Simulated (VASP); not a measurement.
# Si2TeS3 (P6/mmm) in VASP: further runs

The runs below take Si2TeS3 through relaxation of cell and atoms, with PBE.

Program: VASP 6.6.1. These are calculated values, not measurements. Logs are shortened: lines on timing, memory, paths and dates and some standing lists are left out, and cuts for length are marked.

**1. The cell of the first run**

Symmetry: P6/mmm, No. 191, hexagonal system. The conventional cell has a = 5.723 Å, b = 5.723 Å, c = 4.654 Å, α = 90.00°, β = 90.00°, γ = 120.00°. Si (site symmetry -6m2) has 6 S at 2.85 Å and 3 Si at 3.30 Å and 3 Te at 3.30 Å within 3.8 Å. Within 4.3 Å of Te (site symmetry 6/mmm) lie 6 Si at 3.30 Å and 12 S at 3.69 Å. Within 3.8 Å of S (site symmetry mmm) lie 4 Si at 2.85 Å and 4 S at 2.86 Å and 4 Te at 3.69 Å.

The cell was generated, and may not be a known phase.

**2. Relaxation of cell and atoms, PBE**

File INCAR:

```
SYSTEM = Si2TeS3
  ALGO = Normal
  EDIFF = 1E-6
  EDIFFG = -0.04
  ENCUT = 600
  GGA = PE
  IBRION = 2
  ISIF = 3
  ISMEAR = 0
  LASPH = .TRUE.
  LCHARG = .FALSE.
  LREAL = .FALSE.
  LWAVE = .FALSE.
  NELM = 60
  NSW = 90
  PREC = Accurate
  SIGMA = 0.1
```

File KPOINTS:

```
k-points
0
G
  6 6 4
  0 0 0
```

File POSCAR:

```
Si2TeS3
1.0
    5.7233880800      0.0000000000      0.0000000000
   -2.8616940400      4.9565994700      0.0000000000
    0.0000000000      0.0000000000      4.6535164400
Si Te S
2 1 3
Direct
    0.3333333300      0.6666666700      0.0000000000
    0.6666666700      0.3333333300      0.0000000000
    0.0000000000      0.0000000000      0.0000000000
    0.5000000000      0.0000000000      0.5000000000
    0.0000000000      0.5000000000      0.5000000000
    0.5000000000      0.5000000000      0.5000000000
```

Potentials or basis: VASP PAW PBE potentials, release 64 (Si, Te, S).

Started as:

```console
$ cat potpaw_PBE.64/Si/POTCAR potpaw_PBE.64/Te/POTCAR potpaw_PBE.64/S/POTCAR > POTCAR
$ mpirun -np 1 vasp_std > vasp.out
```

OUTCAR:

```text
SYSTEM = Si2TeS3
   EDIFF = 1E-6
   EDIFFG = -0.04
   ENCUT = 600
   GGA = PE
   IBRION = 2
   ISIF = 3
   ISMEAR = 0
   LASPH = .TRUE.
   LREAL = .FALSE.
   NELM = 60
   NSW = 90
   PREC = Accurate

 ion  position               nearest neighbor table
   1  0.333  0.667  0.000-   4 2.85   4 2.85   5 2.85   5 2.85   6 2.85   6 2.85   3 3.30   3 3.30
                             3 3.30
   2  0.667  0.333  0.000-   4 2.85   4 2.85   5 2.85   5 2.85   6 2.85   6 2.85   3 3.30   3 3.30
                             3 3.30
   3  0.000  0.000  0.000-   1 3.30   2 3.30   1 3.30   2 3.30   2 3.30   1 3.30
   4  0.500  0.000  0.500-   1 2.85   2 2.85   1 2.85   2 2.85
   5  0.000  0.500  0.500-   1 2.85   2 2.85   1 2.85   2 2.85
   6  0.500  0.500  0.500-   1 2.85   2 2.85   1 2.85   2 2.85

  LATTYP: Found a hexagonal cell.
 ALAT       =     5.7233880800
 C/A-ratio  =     0.8130702261

  Lattice vectors:

 A1 = (   5.7233880800,   0.0000000000,   0.0000000000)
 A2 = (  -2.8616940400,   4.9565994700,   0.0000000000)
 A3 = (   0.0000000000,   0.0000000000,   4.6535164400)

Analysis of symmetry for initial positions (statically):
=====================================================================
 Subroutine PRICEL returns:
 Original cell was already a primitive cell.

 Routine SETGRP: Setting up the symmetry group for a
 hexagonal supercell.

 Subroutine GETGRP returns: Found 24 space group operations
 (whereof 24 operations were pure point group operations)
 out of a pool of 24 trial point group operations.

The static configuration has the point symmetry D_6h.

Analysis of symmetry for dynamics (positions and initial velocities):
=====================================================================
 Subroutine PRICEL returns:
 Original cell was already a primitive cell.

 Routine SETGRP: Setting up the symmetry group for a
 hexagonal supercell.

 Subroutine GETGRP returns: Found 24 space group operations
 (whereof 24 operations were pure point group operations)
 out of a pool of 24 trial point group operations.

The dynamic configuration has the point symmetry D_6h.

 Subroutine INISYM returns: Found 24 space group operations
 (whereof 24 operations are pure point group operations),
 and found     1 'primitive' translations

----------------------------------------------------------------------------------------

                                     Primitive cell

  volume of cell :     132.0135

  direct lattice vectors                    reciprocal lattice vectors
     5.723388080  0.000000000  0.000000000     0.174721683  0.100875611  0.000000000
    -2.861694040  4.956599470  0.000000000     0.000000000  0.201751222  0.000000000
     0.000000000  0.000000000  4.653516440     0.000000000  0.000000000  0.214891258

  length of vectors
     5.723388080  5.723388077  4.653516440     0.201751222  0.201751222  0.214891258

  position of ions in fractional coordinates (direct lattice)
     0.333333330  0.666666670  0.000000000
     0.666666670  0.333333330  0.000000000
     0.000000000  0.000000000  0.000000000
     0.500000000  0.000000000  0.500000000
     0.000000000  0.500000000  0.500000000
     0.500000000  0.500000000  0.500000000

  ion indices of the primitive-cell ions
   primitive index   ion index
                 1           1
                 2           2
                 3           3
                 4           4
                 5           5
                 6           6

----------------------------------------------------------------------------------------

 KPOINTS: k-points

Automatic generation of k-mesh.
 Grid dimensions read from file:
 generate k-points for:    6    6    4

 Generating k-lattice:

  Cartesian coordinates                     Fractional coordinates (reciprocal lattice)
     0.029120281  0.016812602  0.000000000     0.166666667  0.000000000  0.000000000
     0.000000000  0.033625204  0.000000000     0.000000000  0.166666667  0.000000000
     0.000000000  0.000000000  0.053722814     0.000000000  0.000000000  0.250000000

  Length of vectors
     0.033625204  0.033625204  0.053722814

  Shift w.r.t. Gamma in fractional coordinates (k-lattice)
     0.000000000  0.000000000  0.000000000

 Subroutine IBZKPT returns following result:
 ===========================================

 Found     21 irreducible k-points:

 Following reciprocal coordinates:
            Coordinates               Weight
  0.000000  0.000000  0.000000      1.000000
  0.166667 -0.000000  0.000000      6.000000
  0.333333 -0.000000  0.000000      6.000000
  0.500000  0.000000  0.000000      3.000000
  0.166667  0.166667  0.000000      6.000000
  0.333333  0.166667  0.000000     12.000000
[... 13 lines left out ...]
  0.333333  0.166667  0.500000     12.000000
  0.333333  0.333333  0.500000      2.000000
   k-points           NKPTS =     21   k-points in BZ     NKDIM =     21   number of bands    NBANDS=     20
   number of dos      NEDOS =    301   number of ions     NIONS =      6
   total plane-waves  NPLWV =  92160
   dimension x,y,z NGX =    48 NGY =   48 NGZ =   40
   dimension x,y,z NGXF=    96 NGYF=   96 NGZF=   80
   ions per type =               2   1   3
   NGX,Y,Z   is equivalent  to a cutoff of  13.94, 13.94, 14.29 a.u.
   NGXF,Y,Z  is equivalent  to a cutoff of  27.88, 27.88, 28.58 a.u.
 SYSTEM =  Si2TeS3
   PREC   = accura    normal or accurate (medium, high low for compatibility)
   ISTART =      0    job   : 0-new  1-cont  2-samecut
   ICHARG =      2    charge: 1-file 2-atom 10-const
   ISPIN  =      1    spin polarized calculation?
   LNONCOLLINEAR =      F non collinear calculations
   LSORBIT =      F    spin-orbit coupling
   LASPH  =      T    aspherical Exc in radial PAW
   ENCUT  =  600.0 eV  44.10 Ry    6.64 a.u.  11.43 11.43  9.29*2*pi/ulx,y,z
   NELM   =     60;   NELMIN=  2; NELMDL= -5     # of ELM steps
   EDIFF  = 0.1E-05   stopping-criterion for ELM
   LREAL  =      F    real-space projection
   EDIFFG = -.4E-01   stopping-criterion for IOM
   NSW    =     90    number of steps for IOM
   IBRION =      2    ionic relax: 0-MD 1-quasi-New 2-CG
   NFREE  =      1    steps in history (QN), initial steepest desc. (CG)
   ISIF   =      3    stress and relaxation
   ISYM   =      2    0-nonsym 1-usesym 2-fastsym
   POTIM  = 0.5000    time-step for ionic-motion
   TEBEG  =    0.0;   TEEND  =   0.0 temperature during run
   PSTRESS=    0.0 pullay stress
   NELECT =      32.0000    total number of electrons
   NUPDOWN=      -1.0000    fix difference up-down
   EMIN   =  10.00;   EMAX   =-10.00  energy-range for DOS
   EFERMI =   0.00;   METHOD = LEGACY
   ISMEAR =     0;   SIGMA  =   0.10  broadening in eV -4-tet -1-fermi 0-gaus
   EFERMI_NEDOS =   21; number of points for ismear=-14 and -15
   IALGO  =     38    algorithm
   IMIX   =      4    mixing-type and parameters
     AMIX     =   0.40;   BMIX     =  1.00
     AMIX_MAG =   1.60;   BMIX_MAG =  1.00
  volume/ion in A,a.u.               =      22.00       148.48
  Fermi-wavevector in a.u.,A,eV,Ry     =   1.020748  1.928935 14.176283  1.041927
  Thomas-Fermi vector in A             =   2.154335
   LORBIT       =      0    0 simple, 1 ext, 2 COOP (PROOUT), +10 PAW based schemes
   GGA     = PE    functional components
   LHFCALC =     F    Hartree Fock is set to
   AEXX    =    0.0000 exact exchange contribution
   IVDW    =     0    specifies the selected vdW correction
   LEPSILON=     F    determine dielectric tensor
   LRPA    =     F    only Hartree local field effects (RPA)
 conjugate gradient relaxation of ions
 non-spin polarized calculation
 Gauss-broadening in eV      SIGMA  =   0.10
  energy-cutoff  :      600.00
  volume of cell :      132.01
 maximum number of plane-waves:      4423
 NGX is ok and might be reduce to    48
   NGX = 23   NGY = 23   NGZ = 19

--------------------------------------- Ionic step        1  -------------------------------------------

 number of electron      32.0000002 magnetization

 Free energy of the ion-electron system (eV)
  ---------------------------------------------------
  ext. energy  EPLUGINS =         0.00000000
  ---------------------------------------------------
  free energy    TOTEN  =       -21.72431255 eV

  energy without entropy =      -21.68860175  energy(sigma->0) =      -21.70645715

 E-fermi :   5.5170     XC(G=0):  -9.8081

 val. band max:        5.5096219520   @ k =   0.3333  -0.0000   0.5000
 cond. band min:       5.5171767048   @ k =   0.0000   0.0000   0.0000
 fundamental gap:      0.0075547529
 Fermi energy:         5.5170092274

 k-point     1 :       0.0000    0.0000    0.0000
  band No.  band energies     occupation
      1      -9.0322      2.00000
      2      -6.1976      2.00000
      3      -6.1976      2.00000
      4      -4.6650      2.00000
      5      -2.2957      2.00000
      6      -0.5738      2.00000
[... 12 lines left out ...]
     19       6.3056      0.00000
[... 572 lines left out ...]
  FREE ENERGIE OF THE ION-ELECTRON SYSTEM (eV)
  ---------------------------------------------------
  free  energy   TOTEN  =       -22.2352807376 eV

  energy  without entropy=      -22.2037962344  energy(sigma->0) =      -22.21953849

[... ionic steps 4 to 7 ...]

--------------------------------------- Ionic step        8  -------------------------------------------

 number of electron      31.9999998 magnetization

------------------------ aborting loop because EDIFF is reached ----------------------------------------

  FORCE on cell =-STRESS in cart. coord.  units (eV):
  Direction    XX          YY          ZZ          XY          YZ          ZX
  --------------------------------------------------------------------------------------
  -------------------------------------------------------------------------------------
  Total        0.5587812      0.5587812      0.5850073      0.0000000     -0.0000000      0.0000000
  in kB        7.9252757      7.9252757      8.2972437      0.0000000     -0.0000000      0.0000000
  external PRESSURE =       8.0492650 kB  Pullay stress =       0.0000000 kB
[... 65 lines left out ...]
  energy  without entropy=      -22.2610680812  energy(sigma->0) =      -22.27370429

--------------------------------------- Ionic step       10  -------------------------------------------

 number of electron      31.9999997 magnetization

 Free energy of the ion-electron system (eV)
  ---------------------------------------------------
  ext. energy  EPLUGINS =         0.00000000
  ---------------------------------------------------
  free energy    TOTEN  =       -22.29066673 eV

  energy without entropy =      -22.26609563  energy(sigma->0) =      -22.27838118

 E-fermi :   7.1932     XC(G=0): -10.4202

 val. band max:        7.1619544943   @ k =   0.1667   0.1667   0.2500
 cond. band min:       7.1984099672   @ k =   0.5000   0.0000   0.2500
 fundamental gap:      0.0364554730
 Fermi energy:         7.1931747799

 k-point     1 :       0.0000    0.0000    0.0000
  band No.  band energies     occupation
      1      -8.4311      2.00000
      2      -4.3038      2.00000
      3      -4.3038      2.00000
      4      -3.8539      2.00000
      5      -1.1716      2.00000
      6       0.6208      2.00000
[... 12 lines left out ...]
     19       9.1070      0.00000
[... 492 lines left out ...]
  FREE ENERGIE OF THE ION-ELECTRON SYSTEM (eV)
  ---------------------------------------------------
  free  energy   TOTEN  =       -22.2906667288 eV

  energy  without entropy=      -22.2660956346  energy(sigma->0) =      -22.27838118

 reached required accuracy - stopping structural energy minimisation
```

Run time: 11 min. Hardware: 1 thread of Intel Xeon 8259CL, shared host; peak memory 0.34 GiB.

What came out:

| Quantity | Value |
| --- | --- |
| Free energy | -22.2907 eV |
| Relaxed volume | 19.09 Å³/atom |
| Relaxed cell | a = 5.267 Å, b = 5.267 Å, c = 4.768 Å, α = 90.00°, β = 90.00°, γ = 120.00° |
| Space group after relaxing (to 0.1 Å) | P6/mmm (No. 191) |
| Energy gained by relaxing | 94.4 meV/atom |
| Ionic steps | 10 |
| Pressure after relaxing | 0.0 GPa |
| Band gap on the k mesh | zero (bands 16 and 17 overlap by 1.45 eV) |

Stress tensor (GPa, compression positive):
```
-0.06  0.00  0.00
 0.00 -0.06  0.00
 0.00  0.00  0.05
```

The path:
```tsv
step	energy change (eV)	largest force (eV/Å)	pressure (GPa)	volume (Å³)
1	0.0000	0.0000	-6.86	132.01
2	-0.5014	0.0000	-1.03	114.81
3	-0.5110	0.0000	0.08	112.66
4	-0.5111	0.0000	0.28	112.30
5	-0.5234	0.0000	0.24	112.44
6	-0.5570	0.0000	0.44	112.80
7	-0.5341	0.0000	1.57	113.16
8	-0.5623	0.0000	0.80	112.96
9	-0.5620	0.0000	-0.84	116.26
10	-0.5664	0.0000	-0.02	114.56
```

Final structure:
```
Si Te S
1.0
     5.26712    0.00000    0.00000
    -2.63356    4.56146    0.00000
     0.00000    0.00000    4.76837
Si Te S
2 1 3
Direct
  0.33333 0.66667 0.00000
  0.66667 0.33333 0.00000
  0.00000 0.00000 0.00000
  0.50000 0.00000 0.50000
  0.00000 0.50000 0.50000
  0.50000 0.50000 0.50000
```

Levels at points of the mesh, in eV from the Fermi level:
| k point | band 12 | band 13 | band 14 | band 15 | band 16 | band 17 | band 18 | band 19 | band 20 |
| --- | --- | --- | --- | --- | --- | --- | --- | --- | --- |
| (0.00, 0.00, 0.00) | -2.20 | -1.81 | -1.81 | -1.56 | -1.56 | -0.12 | 0.03 | 1.91 | 2.68 |
| (0.50, 0.00, 0.00) | -2.36 | -2.21 | -2.15 | -1.70 | -0.81 | 0.61 | 1.37 | 2.32 | 2.50 |
| (0.00, 0.00, 0.50) | -3.50 | -3.50 | -1.76 | -0.96 | 1.05 | 1.95 | 2.34 | 2.83 | 2.83 |
| (0.50, 0.00, 0.50) | -1.89 | -1.21 | -0.98 | -0.77 | 0.16 | 0.30 | 1.53 | 2.14 | 2.63 |

Caveat: spin-orbit coupling is left out, which moves the levels of the heavy elements.

**3. Relaxation of cell and atoms, PBE**

This run uses another cell than the first one, of 19.12 Å³/atom.

File INCAR:

```
SYSTEM = Si2TeS3
PREC = Accurate ; ENCUT = 600
EDIFF = 1E-6 ; ISMEAR = 0
SIGMA = 0.1 ; LREAL = .False.
LASPH = .True. ; NELM = 60
ALGO = Normal ; ISIF = 3
LWAVE = .False. ; LCHARG = .False.
GGA = PE ; IBRION = 2
NSW = 100 ; EDIFFG = -0.01
```

File KPOINTS:

```
Automatic mesh
0
Gamma
  12 12 8
  0 0 0
```

File POSCAR:

```
Si2TeS3
1.0
    5.2576426545      0.0000000000      0.0000000000
   -2.6288213273      4.5532521028      0.0000000000
    0.0000000000      0.0000000000      4.7917114204
Si Te S
2 1 3
Direct
    0.3333333333      0.6666666667      0.0000000000
    0.6666666667      0.3333333333      0.0000000000
    0.0000000000      0.0000000000      0.0000000000
    0.5000000000      0.0000000000      0.5000000000
    0.0000000000      0.5000000000      0.5000000000
    0.5000000000      0.5000000000      0.5000000000
```

Potentials or basis: VASP PAW PBE potentials, release 64 (Si, Te, S).

Started as:

```console
$ cat potpaw_PBE.64/Si/POTCAR potpaw_PBE.64/Te/POTCAR potpaw_PBE.64/S/POTCAR > POTCAR
$ mpirun -np 1 vasp_std > vasp.out
```

Run time: 15 min. Hardware: 1 thread of Intel Xeon 8259CL, shared host; peak memory 0.46 GiB.

It converged, with:

| Item | Value |
| --- | --- |
| Free energy | -22.3982 eV |
| Relaxed volume | 19.11 Å³/atom |
| Relaxed cell | a = 5.198 Å, b = 5.198 Å, c = 4.899 Å, α = 90.00°, β = 90.00°, γ = 120.00° |
| Space group after relaxing (to 0.1 Å) | P6/mmm (No. 191) |
| Energy gained by relaxing | 3.9 meV/atom |
| Ionic steps | 7 |
| Pressure after relaxing | 0.0 GPa |
| Band gap on the k mesh | zero (bands 16 and 17 overlap by 1.70 eV) |

The path:
```tsv
step	energy change (eV)	largest force (eV/Å)	pressure (GPa)	volume (Å³)
1	0.0000	0.0000	-0.38	114.71
2	-0.0185	0.0000	0.18	113.95
3	-0.0214	0.0000	0.52	113.52
4	-0.0236	0.0000	0.00	114.56
5	-0.0236	0.0000	-0.04	114.64
6	-0.0236	0.0000	-0.05	114.67
7	-0.0237	0.0000	-0.02	114.63
```

Final structure:
```
Si Te S
1.0
     5.19819    0.00000    0.00000
    -2.59909    4.50176    0.00000
     0.00000    0.00000    4.89861
Si Te S
2 1 3
Direct
  0.33333 0.66667 0.00000
  0.66667 0.33333 0.00000
  0.00000 0.00000 0.00000
  0.50000 0.00000 0.50000
  0.00000 0.50000 0.50000
  0.50000 0.50000 0.50000
```

Levels at points of the mesh, in eV from the Fermi level:
```csv
k point,band 13,band 14,band 15,band 16,band 17,band 18,band 19,band 20
"(0.00, 0.00, 0.00)",-2.16,-2.16,-1.81,-1.81,-0.09,0.02,2.02,2.91
"(0.50, 0.00, 0.00)",-2.26,-2.18,-1.85,-0.88,0.69,1.33,2.29,2.68
"(0.00, 0.00, 0.50)",-3.62,-1.87,-1.57,0.75,1.86,1.86,2.05,3.02
"(0.50, 0.00, 0.50)",-1.44,-1.25,-0.81,0.15,0.28,1.17,1.23,2.22
```

Caveat: spin-orbit coupling is left out, which moves the levels of the heavy elements.

The gap in the log of VASP goes by the Fermi energy; the results here count the filled bands.